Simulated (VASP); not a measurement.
Zr: single point with RPBE

The system is Zr.

```
CELL_PARAMETERS angstrom
3.38544 0.00000 0.00000
-1.69272 2.93188 0.00000
0.00000 0.00000 5.41015
ATOMIC_POSITIONS crystal
Zr 0.33333 0.66667 0.25000
Zr 0.66667 0.33333 0.75000
```

```json
{
 "Program": "VASP 6.6.1",
 "Task": "single point",
 "Functional": "RPBE",
 "Potentials or basis": "VASP PAW PBE potentials, release 64 (Zr_sv)",
 "Cutoff": "520 eV",
 "k mesh": "18 × 18 × 10",
 "Occupations": "fermi-dirac, width 0.1 eV",
 "Spin": "no spin polarisation"
}
```

```yaml
Pressure: -8.3 GPa
Band_gap_on_the_k_mesh: zero (bands 12 and 13 overlap by 1.14 eV)
```

Stress tensor (GPa, compression positive):
```
-8.20  0.00  0.00
 0.00 -8.20  0.00
 0.00  0.00 -8.54
```

Levels at points of the mesh, in eV from the Fermi level:
| k point | band 9 | band 10 | band 11 | band 12 | band 13 | band 14 | band 15 | band 16 |
| --- | --- | --- | --- | --- | --- | --- | --- | --- |
| (0.00, 0.00, 0.00) | -5.34 | -2.65 | 0.71 | 0.85 | 0.85 | 0.94 | 1.41 | 1.41 |
| (0.50, 0.00, 0.00) | -2.29 | -2.08 | -1.73 | -0.42 | 0.60 | 0.65 | 1.24 | 4.14 |
| (0.00, 0.00, 0.50) | -3.81 | -3.81 | 0.07 | 0.07 | 0.78 | 0.78 | 0.78 | 0.78 |
| (0.50, 0.00, 0.50) | -2.45 | -2.45 | -0.81 | -0.81 | 1.20 | 1.20 | 1.97 | 1.97 |

Wall time 79 s on 1 thread of Intel(R) Xeon(R) 6975P-C (Granite Rapids), on a shared host, peak memory 0.31 GiB.

Caveat: the cell stands under tension; the PAW data sets were made with another functional, which shifts forces and pressure a little.
